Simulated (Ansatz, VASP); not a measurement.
**One calculation of SiC, two programs**

```
CELL_PARAMETERS angstrom
0.00000 2.19542 2.19542
2.19542 0.00000 2.19542
2.21913 2.21913 -0.02371
ATOMIC_POSITIONS crystal
Si 0.00000 0.00000 0.00000
C 0.75000 0.75000 0.75000
```

Alike in both runs: task single point; functional PBE; k mesh 12 × 12 × 12; occupations gaussian, width 0.05 eV; no spin polarisation.

|  | VASP | Ansatz |
| --- | --- | --- |
| version | VASP 6.6.1 | Ansatz 0.2.0 |
| potentials or method | VASP PAW PBE potentials, release 64 (Si, C), cutoff 520 eV | scalar-relativistic, plane waves, PAW |
| valence electrons in the cell | 8 | 8 |

|  | VASP | Ansatz | Ansatz less VASP |
| --- | --- | --- | --- |
| gap on the k mesh at the Fermi level (eV) | 1.36 | 1.36 | +0.003 |
| least direct gap on the mesh (eV) | 4.42 | 4.42 | +0.003 |
| pressure (GPa) | -4.8 | -4.7 | +0.03 |
| traceless stress, the component that is largest in VASP (GPa) | -2.62 | -2.61 | +0.011 |
| rms of the force components (eV/Å) | 0.061 | 0.061 | +0.0001 |

Atom by atom the forces differ by 0.000 eV/Å (rms over components). The functional is the same, so the differences come from potentials, cutoffs and numerics.
